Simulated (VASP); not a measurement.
# LiMgBN2 (I-4m2) in VASP: a series of runs, part 2 of 2

VASP 6.6.1. The steps go on from the part before.

**4. Single point, revPBE**

INCAR

```
PREC = Accurate ; ENCUT = 520
EDIFF = 1E-6 ; ISMEAR = 0
SIGMA = 0.1 ; LREAL = False
LASPH = True ; NELM = 100
ALGO = Normal ; ISIF = 2
LWAVE = False ; LCHARG = True
GGA = RE ; LELF = True
LVHAR = True ; NBANDS = 17
```

KPOINTS

```
regular mesh
0
Gamma
  6 6 6
```

POSCAR

```
LiMgBN2
1.0
   -1.9096560000      1.9096560000      4.4435220000
    1.9096560000     -1.9096560000      4.4435220000
    1.9096560000      1.9096560000     -4.4435220000
Li Mg B N
1 1 1 2
Direct
    0.2500000000      0.7500000000      0.5000000000
    0.7500000000      0.2500000000      0.5000000000
    0.5000000000      0.5000000000      0.0000000000
    0.6512635000      0.6512635000      0.0000000000
    0.3487365000      0.3487365000      0.0000000000
```

Potentials or basis: VASP PAW PBE potentials, release 64 (Li_sv, Mg, B, N).

Run with:

```sh
$ cat potpaw_PBE.64/Li_sv/POTCAR potpaw_PBE.64/Mg/POTCAR potpaw_PBE.64/B/POTCAR potpaw_PBE.64/N/POTCAR > POTCAR
$ mpirun -np 1 vasp_std > vasp.out
```

OUTCAR:

```text
PREC = Accurate
   ENCUT = 520
   EDIFF = 1E-6
   ISMEAR = 0
   LREAL = False
   LASPH = True
   NELM = 100
   ISIF = 2
   GGA = RE

 ion  position               nearest neighbor table
   1  0.250  0.750  0.500-   5 2.10   4 2.10   5 2.10   4 2.10   2 2.70   2 2.70   2 2.70   2 2.70

   2  0.750  0.250  0.500-   5 2.10   4 2.10   5 2.10   4 2.10   1 2.70   1 2.70   1 2.70   1 2.70

   3  0.500  0.500  0.000-   4 1.34   5 1.34
   4  0.651  0.651  0.000-   3 1.34   2 2.10   1 2.10   1 2.10   2 2.10
   5  0.349  0.349  0.000-   3 1.34   2 2.10   1 2.10   1 2.10   2 2.10
[... 685 lines left out ...]
  -------------------------------------------------------------------------------------
  Total        0.4793361      0.4793361      0.8501801      0.0000000      0.0000000      0.0000000
  in kB       11.8482209     11.8482209     21.0147348      0.0000000      0.0000000      0.0000000
  external PRESSURE =      14.9037255 kB  Pullay stress =       0.0000000 kB

 VOLUME and BASIS-vectors are now :
 -----------------------------------------------------------------------------
  energy-cutoff  :      520.00
  volume of cell :       64.82
      direct lattice vectors                 reciprocal lattice vectors
    -1.909656000  1.909656000  4.443522000     0.000000000  0.261827261  0.112523354
     1.909656000 -1.909656000  4.443522000     0.261827261  0.000000000  0.112523354
     1.909656000  1.909656000 -4.443522000     0.261827261  0.261827261  0.000000000

 POSITION                                       TOTAL-FORCE (eV/Angst)
 -----------------------------------------------------------------------------------
      1.90966      0.00000      2.22176         0.000000      0.000000      0.000000
      0.00000      1.90966      2.22176         0.000000      0.000000      0.000000
      0.00000      0.00000      4.44352         0.000000      0.000000      0.000000
      0.00000      0.00000      5.78781        -0.000000     -0.000000      0.130898
      0.00000      0.00000      3.09924        -0.000000     -0.000000     -0.130898
 -----------------------------------------------------------------------------------
    total drift:                               -0.000000      0.000000     -0.000000

  FREE ENERGIE OF THE ION-ELECTRON SYSTEM (eV)
  ---------------------------------------------------
  free  energy   TOTEN  =       -30.3558327783 eV

  energy  without entropy=      -30.3558327783  energy(sigma->0) =      -30.35583278
```

OSZICAR:

```text
N       E                     dE             d eps       ncg     rms          rms(c)
DAV:   1     0.841672515648E+02    0.84167E+02   -0.81989E+03  1020   0.988E+02
DAV:   2    -0.263315159515E+02   -0.11050E+03   -0.10397E+03  1346   0.223E+02
DAV:   3    -0.364216984634E+02   -0.10090E+02   -0.10049E+02  1767   0.628E+01
DAV:   4    -0.365551292718E+02   -0.13343E+00   -0.13317E+00  1425   0.718E+00
DAV:   5    -0.365604804806E+02   -0.53512E-02   -0.53498E-02  1534   0.110E+00    0.130E+01
DAV:   6    -0.305829620030E+02    0.59775E+01   -0.14808E+01  1323   0.238E+01    0.481E+00
DAV:   7    -0.304080693900E+02    0.17489E+00   -0.88941E-01  1383   0.602E+00    0.331E+00
DAV:   8    -0.303453800562E+02    0.62689E-01   -0.32602E-01  1194   0.377E+00    0.593E-01
DAV:   9    -0.303454621672E+02   -0.82111E-04   -0.45067E-02  1474   0.150E+00    0.347E-01
DAV:  10    -0.303526304882E+02   -0.71683E-02   -0.85520E-03  1086   0.676E-01    0.183E-01
DAV:  11    -0.303551803751E+02   -0.25499E-02   -0.21364E-03  1105   0.259E-01    0.101E-01
DAV:  12    -0.303557467974E+02   -0.56642E-03   -0.10221E-03  1073   0.172E-01    0.259E-02
DAV:  13    -0.303558296105E+02   -0.82813E-04   -0.15435E-04  1145   0.765E-02    0.986E-03
DAV:  14    -0.303558315614E+02   -0.19509E-05   -0.96762E-06  1340   0.213E-02    0.248E-03
DAV:  15    -0.303558328088E+02   -0.12474E-05   -0.22322E-06  1106   0.947E-03    0.202E-03
DAV:  16    -0.303558327783E+02    0.30450E-07   -0.32414E-07   982   0.401E-03
   1 F= -.30355833E+02 E0= -.30355833E+02  d E =-.894481E-13
```

stdout:

```text
POSCAR found type information on POSCAR LiMgB N
 POSCAR found :  4 types and       5 ions
 scaLAPACK will be used
 -----------------------------------------------------------------------------
|                                                                             |
|                                                                             |
|     You enforced a specific xc type in the INCAR file but a different       |
|     I HOPE YOU KNOW WHAT YOU ARE DOING!                                     |
|                                                                             |
 -----------------------------------------------------------------------------

 LDA part: xc-table for (Slater+PW92), standard interpolation
 POSCAR, INCAR and KPOINTS ok, starting setup
 FFT: planning ... GRIDC
 FFT: planning ... GRID_SOFT
 FFT: planning ... GRID
 WAVECAR not read
 entering main loop
```

Run time: 63 s. Hardware: 1 thread of Intel Xeon 6975P-C, shared host; peak memory 0.25 GiB.

What came out:

- Free energy: -30.3558 eV
- Largest force: 0.131 eV/Å
- Band gap on the k mesh: 2.77 eV, indirect (least direct gap 3.74 eV)

Forces in eV/Å, atoms in the order of the input:
```
Li   0.000  0.000  0.000
Mg   0.000  0.000  0.000
B    0.000  0.000  0.000
N    0.000  0.000  0.131
N    0.000  0.000 -0.131
```

Caveat: the cutoff is under 1.25 times the usual one of these potentials, so pressure, stress and relaxed cells hold a basis-set (Pulay) error; the PAW data sets were made with another functional, which shifts forces and pressure a little.

**5. Summary**

```csv
level,k mesh,smearing,gap on the mesh (eV),largest force (eV/Å)
BLYP,2 × 2 × 2,tetrahedron,2.64,0.15
PBE,5 × 3 × 1,gaussian 0.1 eV,3.16,0.14
revPBE,6 × 6 × 6,gaussian 0.1 eV,2.77,0.13
```

Alike in all rows: task single point; potentials or basis VASP PAW PBE potentials, release 64 (Li_sv, Mg, B, N); no spin polarisation; cell as given; cutoff (eV) 520.

Caveats: some runs use coarse meshes; the cutoff is under 1.25 times the usual one of these potentials, so pressure, stress and relaxed cells hold a basis-set (Pulay) error; the PAW data sets were made with another functional, which shifts forces and pressure a little (some runs).

Total energies depend on the potentials used, so only differences within one code and one set of settings carry meaning.
